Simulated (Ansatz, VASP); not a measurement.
One calculation of As, two programs

```
CELL_PARAMETERS angstrom
1.79508 1.03639 5.05426
-1.79508 1.03639 5.05426
0.00000 -2.07278 5.05426
ATOMIC_POSITIONS crystal
As 0.78834 0.78834 0.78834
As 0.21166 0.21166 0.21166
```

Alike in both runs: task single point; functional r2SCAN; k mesh 6 × 6 × 6; occupations fermi-dirac, width 0.1 eV; no spin polarisation.

|  | VASP | Ansatz |
| --- | --- | --- |
| version | VASP 6.6.1 | Ansatz 0.2.0 |
| potentials or method | VASP PAW PBE potentials, release 64 (As), cutoff 520 eV | plane waves (500 eV) with PAW, scalar-relativistic |
| valence electrons in the cell | 10 | 30 |

```tsv
	VASP	Ansatz	Ansatz less VASP
pressure (GPa)	0.2	0.1	-0.12
traceless stress, the component that is largest in VASP (GPa)	-0.14	-0.23	-0.087
```

VASP's potentials were made for PBE, not for r2SCAN. With one functional, cell and mesh, what is left measures potentials, basis and numerics. VASP's potentials hold 10 valence electrons a cell and Ansatz's 30, so a difference there can come from the potentials and not from the codes.
